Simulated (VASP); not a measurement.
# Ba (P-1) in VASP: a series of runs

The runs below take Ba through single point, with PBE.

Everything below comes from runs of VASP 6.6.1. Logs are shortened: lines on timing, memory, paths and dates and some standing lists are left out, and cuts for length are marked.

## Step 1: The cell of the first run

The typed cell holds 1 atom: a = 4.563 Å, b = 4.565 Å, c = 4.540 Å, α = 59.84°, β = 60.25°, γ = 60.32°.

## Step 2: Single point, PBE (the cell strained at random)

File INCAR:

```
SYSTEM = Ba
PREC = Accurate
ENCUT = 520
EDIFF = 1E-7
ISMEAR = 0
SIGMA = 0.1
LREAL = .FALSE.
LASPH = .TRUE.
NELM = 60
ALGO = Fast
ISIF = 2
LWAVE = .FALSE.
LCHARG = .FALSE.
GGA = PE
NBANDS = 11
```

File KPOINTS:

```
Automatic mesh
0
G
  10 10 10
  0 0 0
```

File POSCAR:

```
Ba
1.0
   -0.0176503509      3.2237428474      3.2294969911
    3.2354450947     -0.0084049290      3.2202515692
    3.2207687956      3.1998211264      0.0062713701
Ba
1
Direct
    0.0000000000      0.0000000000      0.0000000000
```

Potentials or basis: VASP PAW PBE potentials, release 64 (Ba_sv).

Command:

```bash
> cat potpaw_PBE.64/Ba_sv/POTCAR > POTCAR
> mpirun -np 1 vasp_std > vasp.out
```

OUTCAR:

```text
SYSTEM = Ba
   PREC = Accurate
   ENCUT = 520
   EDIFF = 1E-7
   ISMEAR = 0
   LREAL = .FALSE.
   LASPH = .TRUE.
   NELM = 60
   ISIF = 2
   GGA = PE

 ion  position               nearest neighbor table
   1  0.000  0.000  0.000-

  LATTYP: Found a triclinic cell.
 ALAT       =     4.5400711675
 B/A-ratio  =     2.4492147085
 C/A-ratio  =     1.0054660158
 COS(alpha) =     0.0017332372
 COS(beta)  =     0.5024832522
 COS(gamma) =     0.8149940623

  Lattice vectors:

 A1 = (  -3.2207687956,  -3.1998211264,  -0.0062713701)
 A2 = (  -6.4445116430,  -6.3841254608,   6.4309344500)
 A3 = (  -3.2354450947,   0.0084049290,  -3.2202515692)

Analysis of symmetry for initial positions (statically):
=====================================================================
 Subroutine PRICEL returns:
 Original cell was already a primitive cell.

 Routine SETGRP: Setting up the symmetry group for a
 triclinic supercell.

 Subroutine GETGRP returns: Found  2 space group operations
 (whereof  2 operations were pure point group operations)
 out of a pool of  2 trial point group operations.

The static configuration has the point symmetry S_2 .

Analysis of symmetry for dynamics (positions and initial velocities):
=====================================================================
 Subroutine PRICEL returns:
 Original cell was already a primitive cell.

 Routine SETGRP: Setting up the symmetry group for a
 triclinic supercell.

 Subroutine GETGRP returns: Found  2 space group operations
 (whereof  2 operations were pure point group operations)
 out of a pool of  2 trial point group operations.

The dynamic configuration has the point symmetry S_2 .

 Subroutine INISYM returns: Found  2 space group operations
 (whereof  2 operations are pure point group operations),
 and found     1 'primitive' translations

----------------------------------------------------------------------------------------

                                     Primitive cell

  volume of cell :      67.0740

  direct lattice vectors                    reciprocal lattice vectors
    -0.017650351  3.223742847  3.229496991    -0.153625534  0.154327943  0.154753157
     3.235445095 -0.008404929  3.220251569     0.153764391 -0.155076053  0.155640124
     3.220768796  3.199821126  0.006271370     0.155177923  0.156628441 -0.155501267

  length of vectors
     4.563165600  4.564887268  4.540071167     0.267145013  0.268171434  0.269802335

  position of ions in fractional coordinates (direct lattice)
     0.000000000  0.000000000  0.000000000

  ion indices of the primitive-cell ions
   primitive index   ion index
                 1           1

----------------------------------------------------------------------------------------

 KPOINTS: Automatic mesh

Automatic generation of k-mesh.
 Grid dimensions read from file:
 generate k-points for:   10   10   10

 Generating k-lattice:

  Cartesian coordinates                     Fractional coordinates (reciprocal lattice)
    -0.015362553  0.015432794  0.015475316     0.100000000 -0.000000000 -0.000000000
     0.015376439 -0.015507605  0.015564012    -0.000000000  0.100000000 -0.000000000
     0.015517792  0.015662844 -0.015550127     0.000000000 -0.000000000  0.100000000

  Length of vectors
     0.026714501  0.026817143  0.026980234

  Shift w.r.t. Gamma in fractional coordinates (k-lattice)
     0.000000000  0.000000000  0.000000000

 Subroutine IBZKPT returns following result:
 ===========================================

 Found    504 irreducible k-points:

 Following reciprocal coordinates:
            Coordinates               Weight
  0.000000  0.000000  0.000000      1.000000
  0.100000  0.000000  0.000000      2.000000
  0.200000  0.000000  0.000000      2.000000
  0.300000  0.000000 -0.000000      2.000000
  0.400000  0.000000 -0.000000      2.000000
  0.500000  0.000000  0.000000      1.000000
[... 16 lines left out ...]
 -0.400000  0.200000  0.000000      2.000000
 -0.300000  0.200000  0.000000      2.000000
 [... further k-points ...]
   k-points           NKPTS =    504   k-points in BZ     NKDIM =    504   number of bands    NBANDS=     11
   number of dos      NEDOS =    301   number of ions     NIONS =      1
   total plane-waves  NPLWV =  46656
   dimension x,y,z NGX =    36 NGY =   36 NGZ =   36
   dimension x,y,z NGXF=    72 NGYF=   72 NGZF=   72
   ions per type =               1
   NGX,Y,Z   is equivalent  to a cutoff of  13.12, 13.11, 13.18 a.u.
   NGXF,Y,Z  is equivalent  to a cutoff of  26.23, 26.22, 26.36 a.u.
 SYSTEM =  Ba
   PREC   = accura    normal or accurate (medium, high low for compatibility)
   ISTART =      0    job   : 0-new  1-cont  2-samecut
   ICHARG =      2    charge: 1-file 2-atom 10-const
   ISPIN  =      1    spin polarized calculation?
   LNONCOLLINEAR =      F non collinear calculations
   LSORBIT =      F    spin-orbit coupling
   LASPH  =      T    aspherical Exc in radial PAW
   ENCUT  =  520.0 eV  38.22 Ry    6.18 a.u.   8.48  8.49  8.44*2*pi/ulx,y,z
   NELM   =     60;   NELMIN=  2; NELMDL= -5     # of ELM steps
   EDIFF  = 0.1E-06   stopping-criterion for ELM
   LREAL  =      F    real-space projection
   EDIFFG = 0.1E-05   stopping-criterion for IOM
   NSW    =      0    number of steps for IOM
   IBRION =     -1    ionic relax: 0-MD 1-quasi-New 2-CG
   NFREE  =      0    steps in history (QN), initial steepest desc. (CG)
   ISIF   =      2    stress and relaxation
   ISYM   =      2    0-nonsym 1-usesym 2-fastsym
   POTIM  = 0.5000    time-step for ionic-motion
   TEBEG  =    0.0;   TEEND  =   0.0 temperature during run
   PSTRESS=    0.0 pullay stress
   NELECT =      10.0000    total number of electrons
   NUPDOWN=      -1.0000    fix difference up-down
   EMIN   =  10.00;   EMAX   =-10.00  energy-range for DOS
   EFERMI =   0.00;   METHOD = LEGACY
   ISMEAR =     0;   SIGMA  =   0.10  broadening in eV -4-tet -1-fermi 0-gaus
   EFERMI_NEDOS =   21; number of points for ismear=-14 and -15
   IALGO  =     68    algorithm
   IMIX   =      4    mixing-type and parameters
     AMIX     =   0.40;   BMIX     =  1.00
     AMIX_MAG =   1.60;   BMIX_MAG =  1.00
  volume/ion in A,a.u.               =      67.07       452.64
  Fermi-wavevector in a.u.,A,eV,Ry     =   0.868074  1.640422 10.252703  0.753552
  Thomas-Fermi vector in A             =   1.986700
   LORBIT       =      0    0 simple, 1 ext, 2 COOP (PROOUT), +10 PAW based schemes
   GGA     = PE    functional components
   LHFCALC =     F    Hartree Fock is set to
   AEXX    =    0.0000 exact exchange contribution
   IVDW    =     0    specifies the selected vdW correction
   LEPSILON=     F    determine dielectric tensor
   LRPA    =     F    only Hartree local field effects (RPA)
 non-spin polarized calculation
 RMM-DIIS sequential band-by-band and
 Gauss-broadening in eV      SIGMA  =   0.10
  energy-cutoff  :      520.00
  volume of cell :       67.07
 maximum number of plane-waves:      1830
 NGX is ok and might be reduce to    36
   NGX = 17   NGY = 17   NGZ = 17

 number of electron      10.0000000 magnetization

 Free energy of the ion-electron system (eV)
  ---------------------------------------------------
  ext. energy  EPLUGINS =         0.00000000
  ---------------------------------------------------
  free energy    TOTEN  =        -1.89177454 eV

  energy without entropy =       -1.88417979  energy(sigma->0) =       -1.88797716

 E-fermi :   1.4825     XC(G=0):  -7.2123

 val. band max:        1.4813712644   @ k =   0.3000  -0.3000   0.4000
 cond. band min:       1.4830952068   @ k =   0.1000  -0.3000   0.4000
 fundamental gap:      0.0017239424
 Fermi energy:         1.4825083428

 k-point     1 :       0.0000    0.0000    0.0000
  band No.  band energies     occupation
      1     -27.5345      2.00000
      2     -12.5219      2.00000
      3     -12.5190      2.00000
      4     -12.5166      2.00000
      5      -1.2754      2.00000
      6       3.1366      0.00000
      7       3.1874      0.00000
      8       3.2301      0.00000
      9       4.6133      0.00000
     10       4.6632      0.00000
     11       7.3327      0.00000

 k-point     2 :       0.1000    0.0000    0.0000
  band No.  band energies     occupation
      1     -27.5317      2.00000
      2     -12.5587      2.00000
      3     -12.5237      2.00000
      4     -12.5213      2.00000
      5      -1.1136      2.00000
      6       2.9526      0.00000
      7       3.2513      0.00000
      8       3.3040      0.00000
      9       4.5242      0.00000
     10       4.5690      0.00000
     11       7.7139      0.00000

 k-point     3 :       0.2000    0.0000    0.0000
  band No.  band energies     occupation
      1     -27.5245      2.00000
      2     -12.6534      2.00000
      3     -12.5357      2.00000
      4     -12.5334      2.00000
      5      -0.6706      2.00000
      6       2.5760      0.00000
      7       3.3446      0.00000
      8       3.4068      0.00000
      9       4.4814      0.00000
     10       4.5099      0.00000
     11       7.7600      0.00000

 k-point     4 :       0.3000    0.0000   -0.0000
  band No.  band energies     occupation
      1     -27.5155      2.00000
      2     -12.7666      2.00000
      3     -12.5506      2.00000
      4     -12.5480      2.00000
      5      -0.0868      2.00000
      6       2.2928      0.00000
      7       3.2508      0.00000
      8       3.3169      0.00000
      9       4.8261      0.00000
     10       4.8476      0.00000
     11       7.1842      0.00000
[... 239 lines left out ...]
 k-point    22 :       0.5000    0.2000    0.0000
  band No.  band energies     occupation
      1     -27.5015      2.00000
      2     -12.8406      2.00000
      3     -12.6429      2.00000
      4     -12.5953      2.00000
      5       0.9704      2.00000
      6       1.8552      0.00000
      7       2.5973      0.00000
      8       3.6546      0.00000
      9       5.6060      0.00000
     10       5.8066      0.00000
     11       6.7513      0.00000

 k-point    23 :      -0.4000    0.2000    0.0000
  band No.  band energies     occupation
      1     -27.5011      2.00000
      2     -12.8400      2.00000
      3     -12.6621      2.00000
      4     -12.5849      2.00000
      5       1.0768      2.00000
      6       1.9074      0.00000
      7       2.5704      0.00000
      8       3.5761      0.00000
      9       5.3208      0.00000
     10       5.8370      0.00000
     11       6.9617      0.00000

 k-point    24 :      -0.3000    0.2000    0.0000
  band No.  band energies     occupation
      1     -27.5051      2.00000
      2     -12.7999      2.00000
      3     -12.6592      2.00000
      4     -12.5670      2.00000
      5       0.7672      2.00000
      6       2.1159      0.00000
      7       2.4696      0.00000
      8       3.6225      0.00000
      9       4.6062      0.00000
     10       6.0735      0.00000
     11       7.3907      0.00000

 [... further k-points ...]

------------------------ aborting loop because EDIFF is reached ----------------------------------------

  FORCE on cell =-STRESS in cart. coord.  units (eV):
  Direction    XX          YY          ZZ          XY          YZ          ZX
  --------------------------------------------------------------------------------------
  -------------------------------------------------------------------------------------
  Total       -0.1158713     -0.1101592     -0.1121315      0.0401060     -0.0196648      0.0038866
  in kB       -2.7677828     -2.6313411     -2.6784532      0.9579993     -0.4697263      0.0928380
  external PRESSURE =      -2.6925257 kB  Pullay stress =       0.0000000 kB

 VOLUME and BASIS-vectors are now :
 -----------------------------------------------------------------------------
  energy-cutoff  :      520.00
  volume of cell :       67.07
      direct lattice vectors                 reciprocal lattice vectors
    -0.017650351  3.223742847  3.229496991    -0.153625534  0.154327943  0.154753157
     3.235445095 -0.008404929  3.220251569     0.153764391 -0.155076053  0.155640124
     3.220768796  3.199821126  0.006271370     0.155177923  0.156628441 -0.155501267

 POSITION                                       TOTAL-FORCE (eV/Angst)
 -----------------------------------------------------------------------------------
      0.00000      0.00000      0.00000         0.000000     -0.000000     -0.000000
 -----------------------------------------------------------------------------------
    total drift:                               -0.000000      0.000000      0.000000

  FREE ENERGIE OF THE ION-ELECTRON SYSTEM (eV)
  ---------------------------------------------------
  free  energy   TOTEN  =        -1.8917745412 eV

  energy  without entropy=       -1.8841797874  energy(sigma->0) =       -1.88797716
```

It took 2.2 min on 1 thread of Intel Xeon 6975P-C (Granite Rapids), shared host; peak memory 0.5 GiB.

What came out:

```
Free energy            : -1.8918 eV
Pressure               : -0.3 GPa
Band gap on the k mesh : zero (bands 5 and 6 overlap by 0.15 eV)
```

Caveat: the cell differs from its parent crystal (the cell strained at random); spin-orbit coupling is left out, which moves the levels of the heavy elements.

## Step 3: Single point, PBE (the cell strained at random)

File INCAR:

```
ALGO = Fast ; EDIFF = 1E-6
ENCUT = 520 ; GGA = PE
ISIF = 2 ; ISMEAR = 0
LASPH = T ; LCHARG = F
LREAL = F ; LWAVE = F
NBANDS = 11 ; NELM = 60
PREC = Accurate ; SIGMA = 0.1
```

File KPOINTS:

```
k-points
0
Gamma
  10 10 10
```

File POSCAR:

```
Ba
1.0
    0.0080170092      3.2818338375      3.3119946020
    3.3604199237     -0.0069825564      3.3269941676
    3.3462608510      3.2826743304      0.0071765163
Ba
1
Direct
    0.0000000000      0.0000000000      0.0000000000
```

Potentials or basis: VASP PAW PBE potentials, release 64 (Ba_sv).

Command:

```bash
> cat potpaw_PBE.64/Ba_sv/POTCAR > POTCAR
> mpirun -np 1 vasp_std > vasp.out
```

OUTCAR:

```text
EDIFF = 1E-6
   ENCUT = 520
   GGA = PE
   ISIF = 2
   ISMEAR = 0
   LASPH = T
   LREAL = F
   NELM = 60
   PREC = Accurate

 ion  position               nearest neighbor table
   1  0.000  0.000  0.000-

  LATTYP: Found a triclinic cell.
 ALAT       =     8.1074691605
 B/A-ratio  =     0.5764652669
 C/A-ratio  =     1.7478295421
 COS(alpha) =     0.0026895050
 COS(beta)  =     0.4861244114
 COS(gamma) =     0.8645586656

  Lattice vectors:

[... 516 lines left out ...]
      9       4.1232      0.00000
     10       5.4562      0.00000
     11       6.6420      0.00000

 [... further k-points ...]

------------------------ aborting loop because EDIFF is reached ----------------------------------------

  FORCE on cell =-STRESS in cart. coord.  units (eV):
  Direction    XX          YY          ZZ          XY          YZ          ZX
  --------------------------------------------------------------------------------------
  -------------------------------------------------------------------------------------
  Total       -0.3989623     -0.3811000     -0.3856634      0.0069924      0.0094424     -0.0235429
  in kB       -8.7583822     -8.3662532     -8.4664324      0.1535041      0.2072892     -0.5168341
  external PRESSURE =      -8.5303559 kB  Pullay stress =       0.0000000 kB

 VOLUME and BASIS-vectors are now :
 -----------------------------------------------------------------------------
  energy-cutoff  :      520.00
  volume of cell :       72.98
      direct lattice vectors                 reciprocal lattice vectors
     0.008017009  3.281833837  3.311994602    -0.149645378  0.152212923  0.151468298
     3.360419924 -0.006982556  3.326994168     0.148647317 -0.151854839  0.150112153
     3.346260851  3.282674330  0.007176516     0.149923250  0.152132710 -0.151110214

 POSITION                                       TOTAL-FORCE (eV/Angst)
 -----------------------------------------------------------------------------------
      0.00000      0.00000      0.00000         0.000000      0.000000     -0.000000
 -----------------------------------------------------------------------------------
    total drift:                               -0.000000      0.000000      0.000000

  FREE ENERGIE OF THE ION-ELECTRON SYSTEM (eV)
  ---------------------------------------------------
  free  energy   TOTEN  =        -1.8705821804 eV

  energy  without entropy=       -1.8630819643  energy(sigma->0) =       -1.86683207
```

Wall time 2.1 min (1 thread of Intel Xeon 6975P-C (Granite Rapids), shared host); peak memory 0.52 GiB.

What came out:

- Free energy: -1.8706 eV
- Pressure: -0.9 GPa
- Band gap on the k mesh: zero (bands 5 and 6 overlap by 0.12 eV)

Levels at points of the mesh, in eV from the Fermi level:
```csv
k point,band 3,band 4,band 5,band 6,band 7,band 8
"(0.00, 0.00, 0.00)",-14.21,-14.21,-2.72,1.53,1.60,1.64
"(0.50, 0.00, 0.00)",-14.26,-14.25,-0.92,0.68,1.40,1.53
"(0.00, 0.50, 0.00)",-14.25,-14.25,-0.94,0.65,1.44,1.52
"(0.50, 0.50, 0.00)",-14.32,-14.31,-0.69,-0.08,1.54,3.89
"(0.00, 0.00, 0.50)",-14.26,-14.25,-0.92,0.68,1.40,1.54
"(0.50, 0.00, 0.50)",-14.33,-14.32,-0.68,-0.10,1.61,3.89
"(0.00, 0.50, 0.50)",-14.31,-14.31,-0.71,-0.07,1.47,3.90
"(0.50, 0.50, 0.50)",-14.26,-14.25,-0.93,0.67,1.44,1.50
```

Caveat: the cell differs from its parent crystal (the cell strained at random); spin-orbit coupling is left out, which moves the levels of the heavy elements.
